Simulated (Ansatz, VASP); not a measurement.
## Two plane-wave programs on Br

Contents of INCAR:

```
SYSTEM = Br
PREC = Accurate
ENCUT = 600
EDIFF = 1E-6
ISMEAR = 0
SIGMA = 0.1
LREAL = .False.
LASPH = .True.
NELM = 100
ALGO = Normal
ISIF = 3
LWAVE = .False.
LCHARG = .False.
GGA = PS
IBRION = 2
NSW = 100
EDIFFG = -0.005
```

Contents of KPOINTS:

```
regular mesh
0
Gamma
  10 10 10
  0 0 0
```

The input POSCAR:

```
Br
1.0
    4.4236886340      0.0000000000      0.0000000000
    0.0000000000      4.4236886340      0.0000000000
    0.0000000000      0.0000000000      4.4236886340
Br
3
Direct
    0.5000000000      0.0000000000      0.0000000000
    0.0000000000      0.5000000000      0.0000000000
    0.0000000000      0.0000000000      0.5000000000
```

Input for Ansatz:

```yaml
crystal:
  lattice:
    - [4.423688634, 0.0, 0.0]
    - [0.0, 4.423688634, 0.0]
    - [0.0, 0.0, 4.423688634]
  atoms:
    - { symbol: Br, position: [0.5, 0.0, 0.0] }
    - { symbol: Br, position: [0.0, 0.5, 0.0] }
    - { symbol: Br, position: [0.0, 0.0, 0.5] }
basis:
  ecutwfc: 420
kpoints:
  mp_grid: { grid: [10, 10, 10] }
hamiltonian:
  xc: pbesol
scf:
  occupations: { method: gaussian, width: 0.1 }
output:
  forces: true
  stress: true
  eigenvalues: true
relax:
  adjacent_minimum: "off"
  f_tol: 0.005
  max_steps: 80
  cell: { stress_tol: 0.05 }
```

Alike in both runs: task relaxation of cell and atoms; functional PBEsol; k mesh 10 × 10 × 10; occupations gaussian, width 0.1 eV; no spin polarisation.

```csv
,VASP,Ansatz
version,VASP 6.6.1,Ansatz 0.2.0
potentials or method,"VASP PAW PBE potentials, release 64 (Br), cutoff 600 eV","scalar-relativistic, plane waves, PAW"
valence electrons in the cell,21,21
```

|  | VASP | Ansatz | Ansatz less VASP |
| --- | --- | --- | --- |
| gap on the k mesh at the Fermi level, each at its own relaxed structure (eV) | none | none | - |
| relaxed volume (Å³/atom) | 28.86 | 28.86 | 0.000 |
| relaxed cell length with the largest relative difference (Å) | 4.424 | 4.424 | 0.0000 |

VASP's potentials were made for PBE, not for PBEsol. A gap of «none» marks a metal or a gap that the smearing closes.

Noted on VASP's run: the relaxation stopped at its first step, so nothing moved.
